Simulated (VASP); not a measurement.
# Ca2Ir (R-3m) in VASP: single point with PBE

Aim: the single point of Ca2Ir with PBE.

Program: VASP 6.6.1. These are calculated values, not measurements. Logs are shortened: lines on timing, memory, paths and dates and some standing lists are left out, and cuts for length are marked.

## (1) The cell of the first run

It takes space group R-3m (No. 166, trigonal). The conventional cell has a = 3.314 Å, b = 3.314 Å, c = 16.720 Å, α = 90.00°, β = 90.00°, γ = 120.00°. Ca (site symmetry 3m) has 3 Ir at 2.37 Å within 3.1 Å. Ir (site symmetry -3m) has 6 Ca at 2.37 Å within 3.1 Å.

The cell was built from a structure type or drawn by symmetry, and may not be a known phase.

## (2) Single point, PBE

The input, INCAR:

```
SYSTEM = Ca2Ir
ALGO = Normal ; EDIFF = 1E-6
ENCUT = 520 ; GGA = PE
ISIF = 2 ; ISMEAR = 0
LASPH = .True. ; LCHARG = .False.
LREAL = .False. ; LWAVE = .False.
NBANDS = 22 ; NELM = 100
PREC = Accurate ; SIGMA = 0.1
```

The input, KPOINTS:

```
k-points
0
Gamma
  6 6 6
  0 0 0
```

The input, POSCAR:

```
Ca2Ir
1.0
    1.6572242700      0.9567988800      5.5734741800
   -1.6572242700      0.9567988800      5.5734741800
    0.0000000000     -1.9135977500      5.5734741800
Ca Ir
2 1
Direct
    0.2500000000      0.2500000000      0.2500000000
    0.7500000000      0.7500000000      0.7500000000
    0.0000000000      0.0000000000      0.0000000000
```

Potentials or basis: VASP PAW PBE potentials, release 64 (Ca_sv, Ir).

Started as:

```
> cat potpaw_PBE.64/Ca_sv/POTCAR potpaw_PBE.64/Ir/POTCAR > POTCAR
> mpirun -np 1 vasp_std > vasp.out
```

OUTCAR:

```text
SYSTEM = Ca2Ir
   EDIFF = 1E-6
   ENCUT = 520
   GGA = PE
   ISIF = 2
   ISMEAR = 0
   LASPH = .True.
   LREAL = .False.
   NELM = 100
   PREC = Accurate

 ion  position               nearest neighbor table
   1  0.250  0.250  0.250-   3 2.37   3 2.37   3 2.37
   2  0.750  0.750  0.750-   3 2.37   3 2.37   3 2.37
   3  0.000  0.000  0.000-   2 2.37   1 2.37   2 2.37   2 2.37   1 2.37   1 2.37

  LATTYP: Found a trigonal (rhomboedric) cell.
 ALAT       =     5.8928321555
 COS(alpha) =     0.8418226040

  Lattice vectors:

 A1 = (   1.6572242700,   0.9567988800,   5.5734741800)
 A2 = (  -1.6572242700,   0.9567988800,   5.5734741800)
 A3 = (   0.0000000000,  -1.9135977500,   5.5734741800)

Analysis of symmetry for initial positions (statically):
=====================================================================
 Subroutine PRICEL returns:
 Original cell was already a primitive cell.

 Routine SETGRP: Setting up the symmetry group for a
 trigonal (rhombohedral) supercell.

 Subroutine GETGRP returns: Found 12 space group operations
 (whereof 12 operations were pure point group operations)
 out of a pool of 12 trial point group operations.

The static configuration has the point symmetry D_3d.

Analysis of symmetry for dynamics (positions and initial velocities):
=====================================================================
 Subroutine PRICEL returns:
 Original cell was already a primitive cell.

 Routine SETGRP: Setting up the symmetry group for a
 trigonal (rhombohedral) supercell.

 Subroutine GETGRP returns: Found 12 space group operations
 (whereof 12 operations were pure point group operations)
 out of a pool of 12 trial point group operations.

The dynamic configuration has the point symmetry D_3d.

 Subroutine INISYM returns: Found 12 space group operations
 (whereof 12 operations are pure point group operations),
 and found     1 'primitive' translations

----------------------------------------------------------------------------------------

                                     Primitive cell

  volume of cell :      53.0248

  direct lattice vectors                    reciprocal lattice vectors
     1.657224270  0.956798880  5.573474180     0.301709315  0.174191955  0.059807101
    -1.657224270  0.956798880  5.573474180    -0.301709315  0.174191955  0.059807101
     0.000000000 -1.913597750  5.573474180     0.000000000 -0.348383910  0.059807101

  length of vectors
     5.892832156  5.892832156  5.892832153     0.353480180  0.353480180  0.353480180

  position of ions in fractional coordinates (direct lattice)
     0.250000000  0.250000000  0.250000000
     0.750000000  0.750000000  0.750000000
     0.000000000  0.000000000  0.000000000

  ion indices of the primitive-cell ions
   primitive index   ion index
                 1           1
                 2           2
                 3           3

----------------------------------------------------------------------------------------

 KPOINTS: k-points

Automatic generation of k-mesh.
 Grid dimensions read from file:
 generate k-points for:    6    6    6

 Generating k-lattice:

  Cartesian coordinates                     Fractional coordinates (reciprocal lattice)
     0.050284886  0.029031992  0.009967850     0.166666667  0.000000000  0.000000000
    -0.050284886  0.029031992  0.009967850     0.000000000  0.166666667  0.000000000
     0.000000000 -0.058063985  0.009967850    -0.000000000 -0.000000000  0.166666667

  Length of vectors
     0.058913363  0.058913363  0.058913363

  Shift w.r.t. Gamma in fractional coordinates (k-lattice)
     0.000000000  0.000000000  0.000000000

 Subroutine IBZKPT returns following result:
 ===========================================

 Found     32 irreducible k-points:

 Following reciprocal coordinates:
            Coordinates               Weight
  0.000000  0.000000  0.000000      1.000000
  0.166667 -0.000000 -0.000000      6.000000
  0.333333 -0.000000  0.000000      6.000000
  0.500000 -0.000000  0.000000      3.000000
  0.166667  0.166667 -0.000000      6.000000
  0.333333  0.166667  0.000000     12.000000
[... 16 lines left out ...]
  0.500000  0.500000  0.166667      6.000000
 -0.333333  0.500000  0.166667     12.000000
 [... further k-points ...]
   k-points           NKPTS =     32   k-points in BZ     NKDIM =     32   number of bands    NBANDS=     22
   number of dos      NEDOS =    301   number of ions     NIONS =      3
   total plane-waves  NPLWV = 110592
   dimension x,y,z NGX =    48 NGY =   48 NGZ =   48
   dimension x,y,z NGXF=    96 NGYF=   96 NGZF=   96
   ions per type =               2   1
   NGX,Y,Z   is equivalent  to a cutoff of  13.54, 13.54, 13.54 a.u.
   NGXF,Y,Z  is equivalent  to a cutoff of  27.08, 27.08, 27.08 a.u.
 SYSTEM =  Ca2Ir
   PREC   = accura    normal or accurate (medium, high low for compatibility)
   ISTART =      0    job   : 0-new  1-cont  2-samecut
   ICHARG =      2    charge: 1-file 2-atom 10-const
   ISPIN  =      1    spin polarized calculation?
   LNONCOLLINEAR =      F non collinear calculations
   LSORBIT =      F    spin-orbit coupling
   LASPH  =      T    aspherical Exc in radial PAW
   ENCUT  =  520.0 eV  38.22 Ry    6.18 a.u.  10.96 10.96 10.96*2*pi/ulx,y,z
   NELM   =    100;   NELMIN=  2; NELMDL= -5     # of ELM steps
   EDIFF  = 0.1E-05   stopping-criterion for ELM
   LREAL  =      F    real-space projection
   EDIFFG = 0.1E-04   stopping-criterion for IOM
   NSW    =      0    number of steps for IOM
   IBRION =     -1    ionic relax: 0-MD 1-quasi-New 2-CG
   NFREE  =      0    steps in history (QN), initial steepest desc. (CG)
   ISIF   =      2    stress and relaxation
   ISYM   =      2    0-nonsym 1-usesym 2-fastsym
   POTIM  = 0.5000    time-step for ionic-motion
   TEBEG  =    0.0;   TEEND  =   0.0 temperature during run
   PSTRESS=    0.0 pullay stress
   NELECT =      29.0000    total number of electrons
   NUPDOWN=      -1.0000    fix difference up-down
   EMIN   =  10.00;   EMAX   =-10.00  energy-range for DOS
   EFERMI =   0.00;   METHOD = LEGACY
   ISMEAR =     0;   SIGMA  =   0.10  broadening in eV -4-tet -1-fermi 0-gaus
   EFERMI_NEDOS =   21; number of points for ismear=-14 and -15
   IALGO  =     38    algorithm
   IMIX   =      4    mixing-type and parameters
     AMIX     =   0.40;   BMIX     =  1.00
     AMIX_MAG =   1.60;   BMIX_MAG =  1.00
  volume/ion in A,a.u.               =      17.67       119.28
  Fermi-wavevector in a.u.,A,eV,Ry     =   1.338796  2.529958 24.386742  1.792375
  Thomas-Fermi vector in A             =   2.467238
   LORBIT       =      0    0 simple, 1 ext, 2 COOP (PROOUT), +10 PAW based schemes
   GGA     = PE    functional components
   LHFCALC =     F    Hartree Fock is set to
   AEXX    =    0.0000 exact exchange contribution
   IVDW    =     0    specifies the selected vdW correction
   LEPSILON=     F    determine dielectric tensor
   LRPA    =     F    only Hartree local field effects (RPA)
 non-spin polarized calculation
 Gauss-broadening in eV      SIGMA  =   0.10
  energy-cutoff  :      520.00
  volume of cell :       53.02
 maximum number of plane-waves:      1440
 NGX is ok and might be reduce to    48
   NGX = 21   NGY = 21   NGZ = 21

 number of electron      29.0000002 magnetization

 Free energy of the ion-electron system (eV)
  ---------------------------------------------------
  ext. energy  EPLUGINS =         0.00000000
  ---------------------------------------------------
  free energy    TOTEN  =        -7.72104975 eV

  energy without entropy =       -7.71178164  energy(sigma->0) =       -7.71641569

 E-fermi :   6.3802     XC(G=0): -11.1888

 val. band max:        6.3741305387   @ k =   0.5000  -0.0000   0.0000
 cond. band min:       6.4123963805   @ k =   0.5000   0.3333   0.0000
 fundamental gap:      0.0382658419
 Fermi energy:         6.3801738383

 k-point     1 :       0.0000    0.0000    0.0000
  band No.  band energies     occupation
      1     -33.0718      2.00000
      2     -32.9192      2.00000
      3     -14.8240      2.00000
      4     -14.1322      2.00000
      5     -14.1322      2.00000
      6     -13.9472      2.00000
[... 14 lines left out ...]
     21      12.6325      0.00000
     22      13.0876      0.00000

 k-point     2 :       0.1667   -0.0000   -0.0000
  band No.  band energies     occupation
      1     -33.0338      2.00000
      2     -32.9165      2.00000
      3     -14.7180      2.00000
      4     -14.2541      2.00000
      5     -14.1523      2.00000
      6     -14.1005      2.00000
[... 14 lines left out ...]
     21      12.7714      0.00000
     22      13.1030      0.00000

 k-point     3 :       0.3333   -0.0000    0.0000
  band No.  band energies     occupation
      1     -32.9633      2.00000
      2     -32.9048      2.00000
      3     -14.5513      2.00000
      4     -14.5019      2.00000
      5     -14.3886      2.00000
      6     -14.2004      2.00000
[... 14 lines left out ...]
     21      11.7517      0.00000
     22      12.5414      0.00000

 k-point     4 :       0.5000   -0.0000    0.0000
  band No.  band energies     occupation
      1     -32.9394      2.00000
      2     -32.8872      2.00000
      3     -14.7120      2.00000
      4     -14.5125      2.00000
      5     -14.3817      2.00000
      6     -14.2296      2.00000
[... 14 lines left out ...]
     21      12.2307      0.00000
     22      13.1980      0.00000

 k-point     5 :       0.1667    0.1667   -0.0000
  band No.  band energies     occupation
      1     -33.0306      2.00000
      2     -32.9197      2.00000
      3     -14.7046      2.00000
      4     -14.2450      2.00000
      5     -14.1529      2.00000
      6     -14.1300      2.00000
[... 14 lines left out ...]
     21      12.8539      0.00000
     22      12.9431      0.00000

 k-point     6 :       0.3333    0.1667    0.0000
  band No.  band energies     occupation
      1     -32.9734      2.00000
      2     -32.9154      2.00000
      3     -14.5719      2.00000
      4     -14.4372      2.00000
      5     -14.3016      2.00000
      6     -14.1961      2.00000
[... 14 lines left out ...]
     21      11.8926      0.00000
     22      12.9029      0.00000

 k-point     7 :       0.5000    0.1667    0.0000
  band No.  band energies     occupation
      1     -32.9307      2.00000
      2     -32.8961      2.00000
      3     -14.6341      2.00000
      4     -14.5171      2.00000
      5     -14.3536      2.00000
      6     -14.2275      2.00000
[... 324 lines left out ...]
      6     -14.1828      2.00000
[... 14 lines left out ...]
     21      11.8951      0.00000
     22      12.5597      0.00000

 k-point    21 :      -0.3333    0.3333    0.1667
  band No.  band energies     occupation
      1     -32.9286      2.00000
      2     -32.8981      2.00000
      3     -14.6764      2.00000
      4     -14.5486      2.00000
      5     -14.3226      2.00000
      6     -14.2319      2.00000
[... 14 lines left out ...]
     21      11.9122      0.00000
     22      13.0273      0.00000

 k-point    22 :      -0.1667    0.3333    0.1667
  band No.  band energies     occupation
      1     -32.9216      2.00000
      2     -32.9052      2.00000
      3     -14.6702      2.00000
      4     -14.4752      2.00000
      5     -14.3316      2.00000
      6     -14.2550      2.00000
[... 14 lines left out ...]
     21      11.8040      0.00000
     22      13.1119      0.00000

 k-point    23 :       0.5000    0.5000    0.1667
  band No.  band energies     occupation
      1     -32.9349      2.00000
      2     -32.9332      2.00000
      3     -14.6600      2.00000
      4     -14.5653      2.00000
      5     -14.2033      2.00000
      6     -14.1473      2.00000
[... 14 lines left out ...]
     21      12.3603      0.00000
     22      12.7096      0.00000

 k-point    24 :      -0.3333    0.5000    0.1667
  band No.  band energies     occupation
      1     -32.9225      2.00000
      2     -32.9042      2.00000
      3     -14.7108      2.00000
      4     -14.5440      2.00000
      5     -14.2859      2.00000
      6     -14.2593      2.00000
[... 14 lines left out ...]
     21      12.2982      0.00000
     22      13.2912      0.00000

 [... further k-points ...]

------------------------ aborting loop because EDIFF is reached ----------------------------------------

  FORCE on cell =-STRESS in cart. coord.  units (eV):
  Direction    XX          YY          ZZ          XY          YZ          ZX
  --------------------------------------------------------------------------------------
  -------------------------------------------------------------------------------------
  Total       22.8614648     22.8614647     20.4693769      0.0000000      0.0000000      0.0000000
  in kB      690.7731529    690.7731504    618.4947532      0.0000000      0.0000004      0.0000000
  external PRESSURE =     666.6803522 kB  Pullay stress =       0.0000000 kB

 VOLUME and BASIS-vectors are now :
 -----------------------------------------------------------------------------
  energy-cutoff  :      520.00
  volume of cell :       53.02
      direct lattice vectors                 reciprocal lattice vectors
     1.657224270  0.956798880  5.573474180     0.301709315  0.174191955  0.059807101
    -1.657224270  0.956798880  5.573474180    -0.301709315  0.174191955  0.059807101
     0.000000000 -1.913597750  5.573474180     0.000000000 -0.348383910  0.059807101

 POSITION                                       TOTAL-FORCE (eV/Angst)
 -----------------------------------------------------------------------------------
      0.00000      0.00000      4.18011         0.000000     -0.000000     -5.771730
      0.00000      0.00000     12.54032         0.000000      0.000000      5.771730
      0.00000      0.00000      0.00000         0.000000     -0.000000      0.000000
 -----------------------------------------------------------------------------------
    total drift:                               -0.000000      0.000000     -0.000000

  FREE ENERGIE OF THE ION-ELECTRON SYSTEM (eV)
  ---------------------------------------------------
  free  energy   TOTEN  =        -7.7210497496 eV

  energy  without entropy=       -7.7117816361  energy(sigma->0) =       -7.71641569
```

It took 2 min on 1 thread of Intel Xeon Platinum 8259CL at 2.50GHz (Skylake/Cascade Lake), shared host; peak memory 0.33 GiB.

Results:

```
Free energy            : -7.7210 eV
Pressure               : 66.7 GPa
Largest force          : 5.772 eV/Å
Band gap on the k mesh : zero (an odd number of electrons rules out a gap without spin polarisation)
```

Forces in eV/Å, atoms in the order of the input:
```
Ca   0.000  0.000 -5.772
Ca   0.000  0.000  5.772
Ir   0.000  0.000  0.000
```

Levels at points of the mesh, in eV from the Fermi level:
```csv
k point,band 11,band 12,band 13,band 14,band 15,band 16,band 17,band 18,band 19,band 20
"(0.00, 0.00, 0.00)",-3.15,-3.15,-2.63,-2.63,-1.05,1.09,3.42,3.42,6.18,6.25
"(0.50, 0.00, 0.00)",-2.06,-1.77,-0.88,-0.41,-0.01,0.74,2.01,2.43,4.54,5.61
"(0.50, 0.50, 0.00)",-2.01,-1.89,-1.03,-0.87,-0.71,1.91,2.60,3.18,3.44,5.17
"(0.50, 0.50, 0.50)",-3.09,-3.09,-2.87,-2.70,-2.70,1.92,3.79,3.79,5.67,5.67
```

Caveat: the k points lie up to 0.37 Å⁻¹ apart, too coarse for converged energies and pressures of a metal; spin-orbit coupling is left out, which moves the levels of the heavy elements; forces of over 1 eV/Å act on the atoms, so gaps and moduli don't describe the material at rest.
